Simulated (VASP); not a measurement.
# Ir (Fm-3m) in VASP: a series of runs

The runs below take Ir through single point, with PBEsol.

Everything below comes from runs of VASP 6.6.1. Logs are shortened: lines on timing, memory, paths and dates and some standing lists are left out, and cuts for length are marked.

## Step 1: The cell of the first run

It takes space group Fm-3m (No. 225, cubic). Conventional cell: a = 3.726 Å, b = 3.726 Å, c = 3.726 Å, α = 90.00°, β = 90.00°, γ = 90.00°. Within 3.5 Å of Ir (site symmetry m-3m) lie 12 Ir at 2.63 Å.

## Step 2: Single point, PBEsol

The input, INCAR:

```
SYSTEM = Ir
PREC = Accurate ; ENCUT = 520
EDIFF = 1E-7 ; ISMEAR = 0
SIGMA = 0.1 ; LREAL = .False.
LASPH = .True. ; NELM = 80
ALGO = Normal ; ISIF = 2
LWAVE = .False. ; LCHARG = .False.
GGA = PS ; NBANDS = 10
```

The input, KPOINTS:

```
regular mesh
0
Gamma
  15 15 15
  0 0 0
```

The input, POSCAR:

```
Ir
1.0
    0.0000000000      1.8630911555      1.8630911555
    1.8630911555      0.0000000000      1.8630911555
    1.8630911555      1.8630911555      0.0000000000
Ir
1
Direct
    0.0000000000      0.0000000000      0.0000000000
```

Potentials or basis: VASP PAW PBE potentials, release 64 (Ir).

Run with:

```bash
cat potpaw_PBE.64/Ir/POTCAR > POTCAR
mpirun -np 1 vasp_std > vasp.out
```

OUTCAR:

```text
SYSTEM = Ir
   PREC = Accurate
   ENCUT = 520
   EDIFF = 1E-7
   ISMEAR = 0
   LREAL = .False.
   LASPH = .True.
   NELM = 80
   ISIF = 2
   GGA = PS

 ion  position               nearest neighbor table
   1  0.000  0.000  0.000-

  LATTYP: Found a face centered cubic cell.
 ALAT       =     3.7261823110

  Lattice vectors:

 A1 = (   0.0000000000,   1.8630911555,   1.8630911555)
 A2 = (   1.8630911555,   0.0000000000,   1.8630911555)
 A3 = (   1.8630911555,   1.8630911555,   0.0000000000)

Analysis of symmetry for initial positions (statically):
=====================================================================
 Subroutine PRICEL returns:
 Original cell was already a primitive cell.

 Routine SETGRP: Setting up the symmetry group for a
 face centered cubic supercell.

 Subroutine GETGRP returns: Found 48 space group operations
 (whereof 48 operations were pure point group operations)
 out of a pool of 48 trial point group operations.

The static configuration has the point symmetry O_h .

Analysis of symmetry for dynamics (positions and initial velocities):
=====================================================================
 Subroutine PRICEL returns:
 Original cell was already a primitive cell.

 Routine SETGRP: Setting up the symmetry group for a
 face centered cubic supercell.

 Subroutine GETGRP returns: Found 48 space group operations
 (whereof 48 operations were pure point group operations)
 out of a pool of 48 trial point group operations.

The dynamic configuration has the point symmetry O_h .

 Subroutine INISYM returns: Found 48 space group operations
 (whereof 48 operations are pure point group operations),
 and found     1 'primitive' translations

----------------------------------------------------------------------------------------

                                     Primitive cell

  volume of cell :      12.9340

  direct lattice vectors                    reciprocal lattice vectors
     0.000000000  1.863091156  1.863091156    -0.268371195  0.268371195  0.268371195
     1.863091156  0.000000000  1.863091156     0.268371195 -0.268371195  0.268371195
     1.863091156  1.863091156  0.000000000     0.268371195  0.268371195 -0.268371195

  length of vectors
     2.634808780  2.634808780  2.634808780     0.464832545  0.464832545  0.464832545

  position of ions in fractional coordinates (direct lattice)
     0.000000000  0.000000000  0.000000000

  ion indices of the primitive-cell ions
   primitive index   ion index
                 1           1

----------------------------------------------------------------------------------------

 KPOINTS: regular mesh

Automatic generation of k-mesh.
 Grid dimensions read from file:
 generate k-points for:   15   15   15

 Generating k-lattice:

  Cartesian coordinates                     Fractional coordinates (reciprocal lattice)
    -0.017891413  0.017891413  0.017891413     0.066666667  0.000000000  0.000000000
     0.017891413 -0.017891413  0.017891413     0.000000000  0.066666667  0.000000000
     0.017891413  0.017891413 -0.017891413     0.000000000  0.000000000  0.066666667

  Length of vectors
     0.030988836  0.030988836  0.030988836

  Shift w.r.t. Gamma in fractional coordinates (k-lattice)
     0.000000000  0.000000000  0.000000000

 Subroutine IBZKPT returns following result:
 ===========================================

 Found    120 irreducible k-points:

 Following reciprocal coordinates:
            Coordinates               Weight
  0.000000  0.000000  0.000000      1.000000
  0.066667  0.000000  0.000000      8.000000
  0.133333  0.000000  0.000000      8.000000
  0.200000  0.000000  0.000000      8.000000
  0.266667  0.000000  0.000000      8.000000
  0.333333  0.000000  0.000000      8.000000
[... 16 lines left out ...]
  0.133333  0.133333  0.000000      6.000000
  0.200000  0.133333  0.000000     24.000000
 [... further k-points ...]
   k-points           NKPTS =    120   k-points in BZ     NKDIM =    120   number of bands    NBANDS=     10
   number of dos      NEDOS =    301   number of ions     NIONS =      1
   total plane-waves  NPLWV =   8000
   dimension x,y,z NGX =    20 NGY =   20 NGZ =   20
   dimension x,y,z NGXF=    40 NGYF=   40 NGZF=   40
   ions per type =               1
   NGX,Y,Z   is equivalent  to a cutoff of  12.62, 12.62, 12.62 a.u.
   NGXF,Y,Z  is equivalent  to a cutoff of  25.24, 25.24, 25.24 a.u.
 SYSTEM =  Ir
   PREC   = accura    normal or accurate (medium, high low for compatibility)
   ISTART =      0    job   : 0-new  1-cont  2-samecut
   ICHARG =      2    charge: 1-file 2-atom 10-const
   ISPIN  =      1    spin polarized calculation?
   LNONCOLLINEAR =      F non collinear calculations
   LSORBIT =      F    spin-orbit coupling
   LASPH  =      T    aspherical Exc in radial PAW
   ENCUT  =  520.0 eV  38.22 Ry    6.18 a.u.   4.90  4.90  4.90*2*pi/ulx,y,z
   NELM   =     80;   NELMIN=  2; NELMDL= -5     # of ELM steps
[... 60 lines left out ...]
      4       7.4023      2.00000
      5      10.5308      2.00000
      6      10.5308      2.00000
      7      25.9786      0.00000
      8      32.1040      0.00000
      9      32.1040      0.00000
     10      32.1040      0.00000

 k-point     2 :       0.0667    0.0000    0.0000
  band No.  band energies     occupation
      1      -0.0934      2.00000
      2       7.2793      2.00000
      3       7.4995      2.00000
      4       7.4995      2.00000
      5      10.4635      2.00000
      6      10.4635      2.00000
      7      26.3708      0.00000
      8      31.0416      0.00000
      9      32.4766      0.00000
     10      32.4766      0.00000

 k-point     3 :       0.1333    0.0000    0.0000
  band No.  band energies     occupation
      1       0.5228      2.00000
      2       6.9908      2.00000
      3       7.7352      2.00000
      4       7.7352      2.00000
      5      10.3414      2.00000
      6      10.3414      2.00000
      7      27.3840      0.00000
      8      29.2187      0.00000
      9      33.5465      0.00000
     10      33.5465      0.00000

 k-point     4 :       0.2000    0.0000    0.0000
  band No.  band energies     occupation
      1       1.4000      2.00000
      2       6.7621      2.00000
      3       7.9228      2.00000
      4       7.9228      2.00000
      5      10.4011      2.00000
      6      10.4011      2.00000
      7      27.1528      0.00000
      8      28.8767      0.00000
      9      35.1788      0.00000
     10      35.1788      0.00000

 k-point     5 :       0.2667    0.0000    0.0000
  band No.  band energies     occupation
      1       2.2356      2.00000
      2       6.9550      2.00000
      3       7.8691      2.00000
      4       7.8691      2.00000
      5      10.8646      2.00000
      6      10.8646      2.00000
      7      25.4853      0.00000
      8      29.0998      0.00000
      9      36.9997      0.00000
     10      37.0194      0.00000

 k-point     6 :       0.3333    0.0000    0.0000
  band No.  band energies     occupation
      1       2.6777      2.00000
      2       7.6465      2.00000
      3       7.6465      2.00000
      4       7.8986      2.00000
      5      11.6260      2.00000
      6      11.6260      2.00000
      7      23.7457      0.00000
      8      27.7341      0.00000
      9      35.6404      0.00000
     10      35.6404      0.00000
[... 183 lines left out ...]
 k-point    21 :      -0.1333    0.0667    0.0000
  band No.  band energies     occupation
      1       0.9779      2.00000
      2       6.7412      2.00000
      3       7.9143      2.00000
      4       7.9214      2.00000
      5       9.9062      2.00000
      6      10.7001      2.00000
      7      28.0465      0.00000
      8      28.7163      0.00000
      9      33.0682      0.00000
     10      34.9283      0.00000

 k-point    22 :      -0.0667    0.0667    0.0000
  band No.  band energies     occupation
      1       0.2594      2.00000
      2       7.0603      2.00000
      3       7.6349      2.00000
      4       7.7005      2.00000
      5      10.1824      2.00000
      6      10.5645      2.00000
      7      26.9881      0.00000
      8      30.1384      0.00000
      9      32.4034      0.00000
     10      33.3959      0.00000

 k-point    23 :       0.1333    0.1333    0.0000
  band No.  band energies     occupation
      1       0.8094      2.00000
      2       6.5479      2.00000
      3       8.0788      2.00000
      4       8.0788      2.00000
      5       9.5280      2.00000
      6      10.8800      2.00000
      7      27.9796      0.00000
      8      30.3916      0.00000
      9      32.5376      0.00000
     10      32.5376      0.00000

 k-point    24 :       0.2000    0.1333    0.0000
  band No.  band energies     occupation
      1       1.4939      2.00000
      2       6.1834      2.00000
      3       8.2928      2.00000
      4       8.4109      2.00000
      5       9.3194      2.00000
      6      11.0661      2.00000
      7      29.0609      0.00000
      8      29.3542      0.00000
      9      32.8135      0.00000
     10      33.3301      0.00000

 [... further k-points ...]

------------------------ aborting loop because EDIFF is reached ----------------------------------------

  FORCE on cell =-STRESS in cart. coord.  units (eV):
  Direction    XX          YY          ZZ          XY          YZ          ZX
  --------------------------------------------------------------------------------------
  -------------------------------------------------------------------------------------
  Total        3.3158229      3.3158229      3.3158229      0.0000000     -0.0000000      0.0000000
  in kB      410.7424553    410.7424553    410.7424553      0.0000000     -0.0000000      0.0000000
  external PRESSURE =     410.7424553 kB  Pullay stress =       0.0000000 kB

 VOLUME and BASIS-vectors are now :
 -----------------------------------------------------------------------------
  energy-cutoff  :      520.00
  volume of cell :       12.93
      direct lattice vectors                 reciprocal lattice vectors
     0.000000000  1.863091156  1.863091156    -0.268371195  0.268371195  0.268371195
     1.863091156  0.000000000  1.863091156     0.268371195 -0.268371195  0.268371195
     1.863091156  1.863091156  0.000000000     0.268371195  0.268371195 -0.268371195

 POSITION                                       TOTAL-FORCE (eV/Angst)
 -----------------------------------------------------------------------------------
      0.00000      0.00000      0.00000         0.000000      0.000000     -0.000000
 -----------------------------------------------------------------------------------
    total drift:                                0.000000      0.000000     -0.000000

  FREE ENERGIE OF THE ION-ELECTRON SYSTEM (eV)
  ---------------------------------------------------
  free  energy   TOTEN  =        -9.6923026855 eV

  energy  without entropy=       -9.6877246102  energy(sigma->0) =       -9.69001365
```

Run time: 7.5 s. Hardware: 1 thread of Intel Xeon 6975P-C (Granite Rapids), shared host; peak memory 0.13 GiB.

What came out:

```
Free energy : -9.6923 eV
Pressure    : 41.1 GPa
```

Levels at points of the mesh, in eV from the Fermi level:
```csv
k point,band 1,band 2,band 3,band 4,band 5,band 6,band 7,band 8
"(0.00, 0.00, 0.00)",-12.27,-4.56,-4.56,-4.56,-1.43,-1.43,14.02,20.14
```

Caveat: the PAW data sets were made with another functional, which shifts forces and pressure a little; spin-orbit coupling is left out, which moves the levels of the heavy elements.

## Step 3: Single point, PBEsol

This run uses another cell than the first one, of 13.50 Å³/atom, 1.043 times its volume.

The input, INCAR:

```
PREC     = Accurate       # precision mode
ENCUT    = 520            # plane-wave cutoff, eV
EDIFF    = 1E-6           # SCF threshold, eV
ISMEAR   = 0              # smearing method
SIGMA    = 0.1            # smearing width, eV
LREAL    = False          # projectors in reciprocal space
LASPH    = True           # aspherical terms in the spheres
NELM     = 60             # most SCF steps
ALGO     = Normal         # electronic algorithm
ISIF     = 2              # what is computed and relaxed
LWAVE    = False          # write WAVECAR
LCHARG   = True           # write CHGCAR
GGA      = PS             # functional
LELF     = True           # ELF
LVHAR    = True         
NBANDS   = 10             # bands
```

The input, KPOINTS:

```
regular mesh
0
Gamma
  15 15 15
```

The input, POSCAR:

```
Ir
1.0
    0.0000000000      1.8897103398      1.8897103398
    1.8897103398      0.0000000000      1.8897103398
    1.8897103398      1.8897103398      0.0000000000
Ir
1
Direct
    0.0000000000      0.0000000000      0.0000000000
```

Potentials or basis: VASP PAW PBE potentials, release 64 (Ir).

Run with:

```bash
cat potpaw_PBE.64/Ir/POTCAR > POTCAR
mpirun -np 1 vasp_std > vasp.out
```

Run time: 6.8 s. Hardware: 1 thread of Intel Xeon 6975P-C (Granite Rapids), shared host; peak memory 0.13 GiB.

It converged, with:

| Property | Result |
| --- | --- |
| Free energy | -9.7953 eV |
| Pressure | 18.4 GPa |

Levels at points of the mesh, in eV from the Fermi level:
```csv
k point,band 1,band 2,band 3,band 4,band 5,band 6,band 7,band 8,band 9
"(0.00, 0.00, 0.00)",-11.78,-4.27,-4.27,-4.27,-1.34,-1.34,14.14,20.00,20.00
```

Caveat: the PAW data sets were made with another functional, which shifts forces and pressure a little; spin-orbit coupling is left out, which moves the levels of the heavy elements.

## Step 4: Single point, PBEsol

This run uses another cell than the first one, of 14.06 Å³/atom, 1.087 times its volume.

The input, INCAR:

```
SYSTEM = Ir
ALGO     = Normal         ! electronic algorithm
EDIFF    = 1E-6           ! SCF threshold, eV
ENCUT    = 520            ! plane-wave cutoff, eV
GGA      = PS             ! functional
ISIF     = 2              ! what is computed and relaxed
ISMEAR   = 0              ! smearing method
LASPH    = .TRUE.         ! aspherical terms in the spheres
LCHARG   = .FALSE.        ! write CHGCAR
LREAL    = .FALSE.        ! projectors in reciprocal space
LWAVE    = .FALSE.        ! write WAVECAR
NBANDS   = 10             ! bands
NELM     = 60             ! most SCF steps
PREC     = Accurate       ! precision mode
SIGMA    = 0.1            ! smearing width, eV
```

The input, KPOINTS:

```
k-points
0
G
  15 15 15
  0 0 0
```

The input, POSCAR:

```
Ir
1.0
    0.0000000000      1.9156000000      1.9156000000
    1.9156000000      0.0000000000      1.9156000000
    1.9156000000      1.9156000000      0.0000000000
Ir
1
Direct
    0.0000000000      0.0000000000      0.0000000000
```

Run with:

```bash
cat potpaw_PBE.64/Ir/POTCAR > POTCAR
mpirun -np 1 vasp_std > vasp.out
```

It took 7.4 s on 1 thread of Intel Xeon 6975P-C (Granite Rapids), shared host; peak memory 0.14 GiB.

The run converged. Its results:

* Free energy: -9.8277 eV
* Pressure: 0.6 GPa

Levels at points of the mesh, in eV from the Fermi level:
```
           k point  band 1  band 2  band 3  band 4  band 5  band 6  band 7  band 8
(0.00, 0.00, 0.00)  -11.32   -4.00   -4.00   -4.00   -1.26   -1.26   14.25   19.86
```

Caveat: the PAW data sets were made with another functional, which shifts forces and pressure a little; spin-orbit coupling is left out, which moves the levels of the heavy elements.

## Step 5: Single point, PBEsol

This run uses another cell than the first one, of 14.62 Å³/atom, 1.130 times its volume.

The input, INCAR:

```
PREC = Accurate
ENCUT = 520
EDIFF = 1E-6
ISMEAR = 0
SIGMA = 0.1
LREAL = F
LASPH = T
NELM = 100
ALGO = Normal
ISIF = 2
LWAVE = F
LCHARG = F
GGA = PS
NBANDS = 10
```

The input, KPOINTS:

```
regular mesh
0
Gamma
  15 15 15
```

The input, POSCAR:

```
Ir
1.0
    0.0000000000      1.9408081540      1.9408081540
    1.9408081540      0.0000000000      1.9408081540
    1.9408081540      1.9408081540      0.0000000000
Ir
1
Direct
    0.0000000000      0.0000000000      0.0000000000
```

Run with:

```bash
cat potpaw_PBE.64/Ir/POTCAR > POTCAR
mpirun -np 1 vasp_std > vasp.out
```

Wall time 8.4 s (1 thread of Intel Xeon 6975P-C (Granite Rapids), shared host); peak memory 0.14 GiB.

The run converged. Its results:

```
Free energy : -9.8045 eV
Pressure    : -13.4 GPa
```

Levels at points of the mesh, in eV from the Fermi level:
```tsv
k point	band 2	band 3	band 4	band 5	band 6	band 7
(0.00, 0.00, 0.00)	-3.76	-3.76	-3.76	-1.19	-1.19	14.33
```

Caveat: the PAW data sets were made with another functional, which shifts forces and pressure a little; spin-orbit coupling is left out, which moves the levels of the heavy elements.

## Step 6: Single point, PBEsol

This run uses another cell than the first one, of 15.18 Å³/atom, 1.174 times its volume.

The input, INCAR:

```
PREC = Accurate
ENCUT = 520
EDIFF = 1E-6
ISMEAR = 0
SIGMA = 0.1
LREAL = False
LASPH = True
NELM = 100
ALGO = Normal
ISIF = 2
LWAVE = False
LCHARG = True
GGA = PS
LELF = True
LVHAR = True
NBANDS = 10
```

KPOINTS is that of step 5.

The input, POSCAR:

```
Ir
1.0
    0.0000000000      1.9653779541      1.9653779541
    1.9653779541      0.0000000000      1.9653779541
    1.9653779541      1.9653779541      0.0000000000
Ir
1
Direct
    0.0000000000      0.0000000000      0.0000000000
```

Potentials or basis: VASP PAW PBE potentials, release 64 (Ir).

Run with:

```bash
cat potpaw_PBE.64/Ir/POTCAR > POTCAR
mpirun -np 1 vasp_std > vasp.out
```

It took 9.4 s on 1 thread of Intel Xeon 6975P-C (Granite Rapids), shared host; peak memory 0.15 GiB.

Results (log left out):

| Quantity | Value |
| --- | --- |
| Free energy | -9.7380 eV |
| Pressure | -24.2 GPa |

Levels at points of the mesh, in eV from the Fermi level:
| k point | band 1 | band 2 | band 3 | band 4 | band 5 | band 6 | band 7 | band 8 | band 9 |
| --- | --- | --- | --- | --- | --- | --- | --- | --- | --- |
| (0.00, 0.00, 0.00) | -10.48 | -3.55 | -3.55 | -3.55 | -1.12 | -1.12 | 14.40 | 19.55 | 19.55 |

Caveat: the PAW data sets were made with another functional, which shifts forces and pressure a little; spin-orbit coupling is left out, which moves the levels of the heavy elements.

## Step 7: Summary

| cell | gap on the mesh (eV) | pressure (GPa) |
| --- | --- | --- |
| a = 2.635 Å, angles 60.0°, 1 atom | none | 41.1 |
| a = 2.672 Å, angles 60.0°, 1 atom | none | 18.4 |
| a = 2.709 Å, angles 60.0°, 1 atom | none | 0.6 |
| a = 2.745 Å, angles 60.0°, 1 atom | none | -13.4 |
| a = 2.779 Å, angles 60.0°, 1 atom | none | -24.2 |

Alike in all rows: task single point; level PBEsol; potentials or basis VASP PAW PBE potentials, release 64 (Ir); no spin polarisation; k mesh 15 × 15 × 15; cutoff (eV) 520; smearing gaussian 0.1 eV.

Caveats: the PAW data sets were made with another functional, which shifts forces and pressure a little; spin-orbit coupling is left out, which moves the levels of the heavy elements.

Absolute energies hang on the potentials; compare differences alone.
